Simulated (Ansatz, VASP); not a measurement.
**One calculation of Hf, two programs**

```
Hf
1.0
    -1.71475    1.80500    1.80500
     1.71475   -1.80500    1.80500
     1.71475    1.80500   -1.80500
Hf
1
Cartesian
  0.0000 0.0000 0.0000
```

Change from the starting cell: strain -0.0500 x Voigt [1, 0, 0, 0, 0, 0], atoms carried along.

Alike in both runs: task single point; functional r2SCAN; k mesh 18 × 18 × 18; occupations gaussian, width 0.15 eV; no spin polarisation.

|  | VASP | Ansatz |
| --- | --- | --- |
| version | VASP 6.6.1 | Ansatz 0.2.0 |
| potentials or method | VASP PAW PBE potentials, release 64 (Hf_pv), cutoff 520 eV | scalar-relativistic, plane waves, PAW |
| valence electrons in the cell | 10 | 26 |

|  | VASP | Ansatz | Ansatz less VASP |
| --- | --- | --- | --- |
| gap on the k mesh at the Fermi level (eV) | none | none | - |
| pressure (GPa) | -1.0 | -0.6 | +0.42 |
| traceless stress, the component that is largest in VASP (GPa) | -2.25 | -2.21 | +0.038 |

VASP's potentials were made for PBE, not for r2SCAN. A gap of «none» marks a metal or a gap that the smearing closes. VASP's potentials hold 10 valence electrons a cell and Ansatz's 26, so a difference there can come from the potentials and not from the codes.

Spin-orbit coupling is off throughout.
